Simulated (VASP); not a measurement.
**Ta: single point with PBE**

Crystal: Ta.

```
CELL_PARAMETERS angstrom
-1.79215 1.79215 1.72577
1.79215 -1.79215 1.72577
1.79215 1.79215 -1.72577
ATOMIC_POSITIONS crystal
Ta 0.00000 0.00000 0.00000
```

This cell differs from its parent crystal: strain +0.080 along x and y, +0.040 along z.

- Program: VASP 6.6.1
- Task: single point
- Functional: PBE
- Potentials or basis: VASP PAW PBE potentials, release 64 (Ta_pv)
- Cutoff: 520 eV
- k mesh: 26 × 26 × 26
- Occupations: gaussian, width 0.15 eV
- Spin: no spin polarisation

| Item | Value |
| --- | --- |
| Pressure | -25.9 GPa |
| Band gap on the k mesh | zero (an odd number of electrons rules out a gap without spin polarisation) |

Stress tensor (GPa, compression positive):
```
-26.44   0.00   0.00
  0.00 -26.44   0.00
  0.00   0.00 -24.74
```

Levels at points of the mesh, in eV from the Fermi level:
```csv
k point,band 4,band 5,band 6,band 7,band 8,band 9
"(0.00, 0.00, 0.00)",-7.11,0.41,0.79,0.79,2.98,3.47
"(0.50, 0.00, 0.00)",-3.56,-1.19,0.94,3.11,3.99,5.92
"(0.50, 0.50, 0.00)",-3.62,-0.80,0.72,2.71,3.67,5.85
"(0.50, 0.50, 0.50)",-2.80,-2.72,5.20,5.20,5.31,6.68
```

Wall time 2.2 min on 1 thread of Intel(R) Xeon(R) Platinum 8488C (Sapphire Rapids) (shared host), peak memory 0.43 GiB.

Caveat: the cell differs from its parent crystal (strain +0.080 along x and y, +0.040 along z); the cell stands under tension; spin-orbit coupling is left out, which moves the levels of the heavy elements.
